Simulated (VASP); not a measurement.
A run of VASP 6.6.1 is set up as follows.

The input INCAR:

```
PREC     = Accurate       # precision mode
ENCUT    = 520            # plane-wave cutoff, eV
EDIFF    = 1E-6           # SCF threshold, eV
ISMEAR   = -1             # smearing method
SIGMA    = 0.05           # smearing width, eV
LREAL    = F              # projectors in reciprocal space
LASPH    = T              # aspherical terms in the spheres
NELM     = 60             # most SCF steps
ALGO     = Normal         # electronic algorithm
ISIF     = 2              # what is computed and relaxed
LWAVE    = F              # write WAVECAR
LCHARG   = T              # write CHGCAR
GGA      = PE             # functional
LELF     = T              # ELF
LVHAR    = T            
NBANDS   = 14             # bands
```

Contents of KPOINTS:

```
Automatic mesh
0
Gamma
  9 9 9
```

POSCAR

```
HfN
1.0
    2.7868492385      0.0000000000      0.0000000000
    0.0000000000      2.7868492385      0.0000000000
    0.0000000000      0.0000000000      2.7868492385
Hf N
1 1
Direct
    0.5000000000      0.5000000000      0.5000000000
    0.0000000000      0.0000000000      0.0000000000
```

Potentials or basis: VASP PAW PBE potentials, release 64 (Hf_pv, N).

Launch:

```sh
$ cat potpaw_PBE.64/Hf_pv/POTCAR potpaw_PBE.64/N/POTCAR > POTCAR
$ mpirun -np 1 vasp_std > vasp.out
```

Q: What does it give for the pressure?

A: 7.6 GPa.
